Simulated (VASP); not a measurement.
# TiO2 (C2/m) in VASP: settings compared, part 2 of 2

VASP 6.6.1. The steps go on from the part before.

## 4. Single point, r2SCAN

This run uses another cell than the first one, of 11.89 Å³/atom.

File POSCAR:

```
TiO2
1.0
    6.0942615280     -1.8665580121     -0.0044983025
    6.0942615280      1.8665580121     -0.0044983025
   -1.9143650676      0.0000000000      6.2748249943
Ti O
4 8
Direct
    0.8993896073      0.8993896073      0.2903793839
    0.1944891394      0.1944891394      0.2827182493
    0.1006103927      0.1006103927      0.7096206161
    0.8055108606      0.8055108606      0.7172817507
    0.3615386432      0.3615386432      0.2941651542
    0.2639677824      0.2639677824      0.6529710382
    0.8669616730      0.8669616730      0.9963067857
    0.7360322176      0.7360322176      0.3470289618
    0.9416789405      0.9416789405      0.6295382913
    0.1330383270      0.1330383270      0.0036932143
    0.6384613568      0.6384613568      0.7058348458
    0.0583210595      0.0583210595      0.3704617087
```

File INCAR.step1:

```
ALGO = Normal
EDIFF = 1E-4
ENCUT = 520
GGA = PE
ISMEAR = -1
KPAR = 4
LASPH = T
LCHARG = F
LREAL = F
LWAVE = T
NBANDS = 60
NELM = 80
PREC = Accurate
SIGMA = 0.05
```

File INCAR.step2:

```
ALGO = Normal
EDIFF = 1E-7
ENCUT = 520
ISIF = 2
ISMEAR = -1
ISTART = 1
KPAR = 4
LASPH = T
LCHARG = F
LMIXTAU = T
LREAL = F
LWAVE = F
METAGGA = R2SCAN
NBANDS = 60
NELM = 80
PREC = Accurate
SIGMA = 0.05
```

File KPOINTS:

```
k-points
0
Gamma
  8 8 4
```

Run with:

```sh
$ cat potpaw_PBE.64/Ti_sv/POTCAR potpaw_PBE.64/O/POTCAR > POTCAR
$ cp INCAR.step1 INCAR
$ mpirun -np 4 vasp_std > vasp.out
$ cp INCAR.step2 INCAR
$ mpirun -np 4 vasp_std > vasp.out
```

It took 30 min on 4 MPI ranks of Oxide Virtual Turin-like, shared host; peak memory 0.69 GiB.

It converged, with:

```
Free energy            : -139.6609 eV
Pressure               : 1.1 GPa
Largest force          : 0.153 eV/Å
Band gap on the k mesh : 3.23 eV (least direct gap 3.43 eV)
```

Forces in eV/Å, atoms in the order of the input:
```
Ti  -0.060  0.000  0.054
Ti   0.021  0.000  0.151
Ti   0.060  0.000 -0.054
Ti  -0.021  0.000 -0.151
O    0.012  0.000  0.000
O    0.004  0.000 -0.024
O    0.032  0.000  0.085
O   -0.004  0.000  0.024
O   -0.056  0.000 -0.031
O   -0.032  0.000 -0.085
O   -0.012  0.000  0.000
O    0.056  0.000  0.031
```

Stress tensor (GPa, compression positive):
```
1.09 0.00 0.11
0.00 1.15 0.00
0.11 0.00 1.21
```

Levels at points of the mesh, in eV from the valence-band top:
```csv
k point,band 45,band 46,band 47,band 48,band 49,band 50,band 51,band 52
"(0.00, 0.00, 0.00)",-0.81,-0.75,-0.37,-0.21,3.23,3.60,3.79,3.83
"(0.50, 0.00, 0.00)",-0.91,-0.51,-0.22,-0.13,3.60,3.67,4.11,4.17
"(0.50, 0.50, 0.00)",-0.94,-0.63,-0.42,-0.14,3.39,3.43,3.94,4.01
"(0.00, 0.00, 0.50)",-0.72,-0.65,-0.64,-0.46,3.35,3.63,3.80,3.88
"(0.50, 0.00, 0.50)",-0.71,-0.55,-0.10,-0.01,3.67,3.71,3.96,4.19
"(0.50, 0.50, 0.50)",-0.92,-0.41,-0.23,-0.22,3.50,3.62,3.78,3.92
```

Caveat: the PAW data sets were made with another functional, which shifts forces and pressure a little.

## 5. Single point, r2SCAN+D4

This run uses another cell than the first one, of 12.47 Å³/atom.

File POSCAR:

```
TiO2
1.0
    6.1943305476     -1.8959421648      0.0000000000
    6.1943305476      1.8959421648      0.0000000000
   -1.9410968515      0.0000000000      6.3708817807
Ti O
4 8
Direct
    0.9000710000      0.9000710000      0.2896020000
    0.1952860000      0.1952860000      0.2837620000
    0.0999290000      0.0999290000      0.7103980000
    0.8047140000      0.8047140000      0.7162380000
    0.3619310000      0.3619310000      0.2933970000
    0.2634885000      0.2634885000      0.6525000000
    0.8671885000      0.8671885000      0.9952910000
    0.7365115000      0.7365115000      0.3475000000
    0.9416475000      0.9416475000      0.6300210000
    0.1328115000      0.1328115000      0.0047090000
    0.6380690000      0.6380690000      0.7066030000
    0.0583525000      0.0583525000      0.3699790000
```

File INCAR.step1:

```
SYSTEM = TiO2
PREC     = Accurate       ! precision mode
ENCUT    = 520            ! plane-wave cutoff, eV
ISMEAR   = -1             ! smearing method
SIGMA    = 0.05           ! smearing width, eV
LREAL    = .FALSE.        ! projectors in reciprocal space
LASPH    = .TRUE.         ! aspherical terms in the spheres
NELM     = 60             ! most SCF steps
NBANDS   = 60             ! bands
GGA      = PE             ! functional
ALGO     = Normal         ! electronic algorithm
EDIFF    = 1E-4           ! SCF threshold, eV
LWAVE    = .TRUE.         ! write WAVECAR
LCHARG   = .FALSE.        ! write CHGCAR
KPAR     = 4
```

File INCAR.step2:

```
SYSTEM = TiO2
PREC     = Accurate       ! precision mode
ENCUT    = 520            ! plane-wave cutoff, eV
EDIFF    = 1E-6           ! SCF threshold, eV
ISMEAR   = -1             ! smearing method
SIGMA    = 0.05           ! smearing width, eV
LREAL    = .FALSE.        ! projectors in reciprocal space
LASPH    = .TRUE.         ! aspherical terms in the spheres
NELM     = 60             ! most SCF steps
ALGO     = Normal         ! electronic algorithm
ISIF     = 2              ! what is computed and relaxed
LWAVE    = .FALSE.        ! write WAVECAR
LCHARG   = .FALSE.        ! write CHGCAR
METAGGA  = R2SCAN         ! meta-GGA
LMIXTAU  = .TRUE.       
IVDW     = 13             ! dispersion correction
VDW_S6   = 1.0          
VDW_S8   = 0.6018749    
VDW_A1   = 0.51559235   
VDW_A2   = 5.77342911   
NBANDS   = 60             ! bands
ISTART   = 1            
KPAR     = 4
```

File KPOINTS:

```
Automatic mesh
0
G
  8 8 4
  0 0 0
```

Run with:

```sh
$ cat potpaw_PBE.64/Ti_sv/POTCAR potpaw_PBE.64/O/POTCAR > POTCAR
$ cp INCAR.step1 INCAR
$ mpirun -np 4 vasp_std > vasp.out
$ cp INCAR.step2 INCAR
$ mpirun -np 4 vasp_std > vasp.out
```

Wall time 31 min (4 MPI ranks of Oxide Virtual Turin-like, shared host); peak memory 0.71 GiB.

The run converged. Its results:

* Free energy: -140.3334 eV
* Pressure: -9.4 GPa
* Largest force: 0.278 eV/Å
* Band gap on the k mesh: 3.06 eV (least direct gap 3.24 eV)
* Dispersion energy per atom: -0.069 eV

Forces in eV/Å, atoms in the order of the input:
```
Ti   0.056  0.000 -0.126
Ti  -0.044  0.000 -0.275
Ti  -0.056  0.000  0.126
Ti   0.044  0.000  0.275
O   -0.193  0.000  0.006
O   -0.130  0.000  0.022
O   -0.180  0.000 -0.116
O    0.130  0.000 -0.022
O    0.054  0.000 -0.056
O    0.180  0.000  0.116
O    0.193  0.000 -0.006
O   -0.054  0.000  0.056
```

Stress tensor (GPa, compression positive):
```
-9.27  0.00 -0.07
 0.00 -8.89  0.00
-0.07  0.00 -9.93
```

Levels at points of the mesh, in eV from the valence-band top:
```tsv
k point	band 44	band 45	band 46	band 47	band 48	band 49	band 50	band 51	band 52	band 53
(0.00, 0.00, 0.00)	-0.90	-0.78	-0.76	-0.39	-0.18	3.06	3.38	3.58	3.59	3.66
(0.50, 0.00, 0.00)	-1.03	-0.87	-0.52	-0.20	-0.12	3.40	3.45	3.86	3.92	4.17
(0.50, 0.50, 0.00)	-0.92	-0.91	-0.66	-0.41	-0.12	3.19	3.24	3.70	3.78	3.80
(0.00, 0.00, 0.50)	-0.78	-0.70	-0.69	-0.62	-0.45	3.16	3.42	3.57	3.66	3.67
(0.50, 0.00, 0.50)	-0.81	-0.70	-0.54	-0.09	-0.01	3.45	3.49	3.72	3.93	4.06
(0.50, 0.50, 0.50)	-1.10	-0.89	-0.44	-0.22	-0.22	3.30	3.41	3.55	3.69	3.69
```

Caveat: the cell stands under tension; the PAW data sets were made with another functional, which shifts forces and pressure a little. A k mesh can miss the band edges.

## 6. Single point, RPBE

This run uses another cell than the first one, of 12.46 Å³/atom.

File INCAR:

```
SYSTEM = TiO2
PREC = Accurate
ENCUT = 520
EDIFF = 1E-6
ISMEAR = -1
SIGMA = 0.05
LREAL = .FALSE.
LASPH = .TRUE.
NELM = 60
ALGO = Normal
ISIF = 2
LWAVE = .FALSE.
LCHARG = .FALSE.
GGA = RP
NBANDS = 60
```

File KPOINTS:

```
regular mesh
0
G
  8 8 4
  0 0 0
```

File POSCAR:

```
TiO2
1.0
    6.1715048761     -1.8891115623     -0.0095860526
    6.1715048761      1.8891115623     -0.0095860526
   -1.9438033214      0.0000000000      6.4133584014
Ti O
4 8
Direct
    0.8994994629      0.8994994629      0.2889647740
    0.1931692887      0.1931692887      0.2782321309
    0.1005005371      0.1005005371      0.7110352260
    0.8068307113      0.8068307113      0.7217678691
    0.3611201029      0.3611201029      0.2923716571
    0.2649656339      0.2649656339      0.6579646117
    0.8679626554      0.8679626554      0.9970519376
    0.7350343661      0.7350343661      0.3420353883
    0.9421714046      0.9421714046      0.6308780121
    0.1320373446      0.1320373446      0.0029480624
    0.6388798971      0.6388798971      0.7076283429
    0.0578285954      0.0578285954      0.3691219879
```

Potentials or basis: VASP PAW PBE potentials, release 64 (Ti_sv, O).

Run with:

```sh
$ cat potpaw_PBE.64/Ti_sv/POTCAR potpaw_PBE.64/O/POTCAR > POTCAR
$ mpirun -np 1 vasp_std > vasp.out
```

OUTCAR:

```text
SYSTEM = TiO2
   PREC = Accurate
   ENCUT = 520
   EDIFF = 1E-6
   ISMEAR = -1
   LREAL = .FALSE.
   LASPH = .TRUE.
   NELM = 60
   ISIF = 2
   GGA = RP

 ion  position               nearest neighbor table
   1  0.899  0.899  0.289-  12 1.87   7 1.88   5 1.95   5 1.95   8 2.16   9 2.20
   2  0.193  0.193  0.278-  10 1.78  12 1.94   8 1.97   8 1.97   5 2.05   6 2.44
   3  0.101  0.101  0.711-   9 1.87  10 1.88  11 1.95  11 1.95   6 2.16  12 2.20
   4  0.807  0.807  0.722-   7 1.78   9 1.94   6 1.97   6 1.97  11 2.05   8 2.44
   5  0.361  0.361  0.292-   1 1.95   1 1.95   2 2.05
[... 1746 lines left out ...]
  energy-cutoff  :      520.00
  volume of cell :      149.47
      direct lattice vectors                 reciprocal lattice vectors
     6.171504876 -1.889111562 -0.009586053     0.081055676 -0.264674681  0.024566893
     6.171504876  1.889111562 -0.009586053     0.081055676  0.264674681  0.024566893
    -1.943803321  0.000000000  6.413358401     0.000242308  0.000000000  0.155997987

 POSITION                                       TOTAL-FORCE (eV/Angst)
 -----------------------------------------------------------------------------------
     10.54084      0.00000      1.83599        -0.009640      0.000000      0.016972
      1.84346      0.00000      1.78070        -0.005449      0.000000      0.057633
     -0.14163      0.00000      4.55820         0.009640      0.000000     -0.016972
      8.55574      0.00000      4.61349         0.005449      0.000000     -0.057633
      3.88900      0.00000      1.86816         0.010893      0.000000      0.000827
      1.99152      0.00000      4.21468         0.003265      0.000000     -0.016004
      8.77520      0.00000      6.37781         0.012307      0.000000      0.035360
      8.40769      0.00000      2.17950        -0.003265      0.000000      0.016004
     10.40293      0.00000      4.02798        -0.016516      0.000000     -0.009414
      1.62401      0.00000      0.01638        -0.012307      0.000000     -0.035360
      6.51021      0.00000      4.52603        -0.010893      0.000000     -0.000827
     -0.00372      0.00000      2.36620         0.016516      0.000000      0.009414
 -----------------------------------------------------------------------------------
    total drift:                                0.000000     -0.000000      0.000000

  FREE ENERGIE OF THE ION-ELECTRON SYSTEM (eV)
  ---------------------------------------------------
  free  energy   TOTEN  =      -103.1342933282 eV

  energy  without entropy=     -103.1342933282  energy(sigma->0) =     -103.13429333
```

stdout:

```text
POSCAR found type information on POSCAR TiO
 POSCAR found :  2 types and      12 ions
 scaLAPACK will be used
 -----------------------------------------------------------------------------
|                                                                             |
|                                                                             |
|     You enforced a specific xc type in the INCAR file but a different       |
|     I HOPE YOU KNOW WHAT YOU ARE DOING!                                     |
|                                                                             |
 -----------------------------------------------------------------------------

 LDA part: xc-table for (Slater+PW92), standard interpolation
 POSCAR, INCAR and KPOINTS ok, starting setup
 FFT: planning ... GRIDC
 FFT: planning ... GRID_SOFT
 FFT: planning ... GRID
 WAVECAR not read
 entering main loop
```

Wall time 34 min (1 thread of Oxide Virtual Turin-like, shared host); peak memory 0.62 GiB.

What came out:

```yaml
Free_energy: -103.1343 eV
Pressure: 0.5 GPa
Largest_force: 0.058 eV/Å
Band_gap_on_the_k_mesh: 2.71 eV (least direct gap 2.90 eV)
```

Forces on the atoms (eV/Å):
```
Ti  -0.010  0.000  0.017
Ti  -0.005  0.000  0.058
Ti   0.010  0.000 -0.017
Ti   0.005  0.000 -0.058
O    0.011  0.000  0.001
O    0.003  0.000 -0.016
O    0.012  0.000  0.035
O   -0.003  0.000  0.016
O   -0.017  0.000 -0.009
O   -0.012  0.000 -0.035
O   -0.011  0.000 -0.001
O    0.017  0.000  0.009
```

Levels at points of the mesh, in eV from the valence-band top:
```tsv
k point	band 44	band 45	band 46	band 47	band 48	band 49	band 50	band 51	band 52	band 53
(0.00, 0.00, 0.00)	-0.85	-0.71	-0.71	-0.34	-0.19	2.71	3.06	3.27	3.28	3.33
(0.50, 0.00, 0.00)	-0.99	-0.83	-0.46	-0.21	-0.13	3.09	3.16	3.55	3.60	3.87
(0.50, 0.50, 0.00)	-0.85	-0.81	-0.60	-0.39	-0.13	2.87	2.89	3.41	3.43	3.48
(0.00, 0.00, 0.50)	-0.76	-0.67	-0.66	-0.54	-0.40	2.82	3.08	3.28	3.34	3.37
(0.50, 0.00, 0.50)	-0.74	-0.65	-0.51	-0.08	-0.01	3.14	3.15	3.42	3.62	3.76
(0.50, 0.50, 0.50)	-0.99	-0.73	-0.41	-0.21	-0.20	2.97	3.05	3.24	3.37	3.38
```

Caveat: the PAW data sets were made with another functional, which shifts forces and pressure a little.

## 7. Overview

```csv
level,cell,gap on the mesh (eV),pressure (GPa),largest force (eV/Å)
revPBE+D4,"a = 6.304, b = 6.304, c = 6.481 Å, angles 106.2, 106.2, 34.0°, 12 atoms, atomic positions A",2.97,8.4,0.24
SVWN5,"a = 6.520, b = 6.520, c = 6.703 Å, angles 106.2, 106.2, 34.0°, 12 atoms, atomic positions A",2.51,-17.4,0.36
r2SCAN,"a = 6.374, b = 6.374, c = 6.560 Å, angles 106.2, 106.2, 34.1°, 12 atoms, atomic positions B",3.23,1.1,0.15
r2SCAN+D4,"a = 6.478, b = 6.478, c = 6.660 Å, angles 106.2, 106.2, 34.0°, 12 atoms, atomic positions A",3.06,-9.4,0.28
RPBE,"a = 6.454, b = 6.454, c = 6.701 Å, angles 106.2, 106.2, 34.0°, 12 atoms, atomic positions C",2.71,0.5,0.06
```

Alike in all rows: task single point; potentials or basis VASP PAW PBE potentials, release 64 (Ti_sv, O); no spin polarisation; k mesh 8 × 8 × 4; cutoff (eV) 520; smearing fermi-dirac 0.05 eV.

Caveats: the PAW data sets were made with another functional, which shifts forces and pressure a little; the cell stands under tension (at least some runs); the cell stands under pressure (at least some runs).

Total energies depend on the potentials used, so only differences within one code and one set of settings carry meaning.
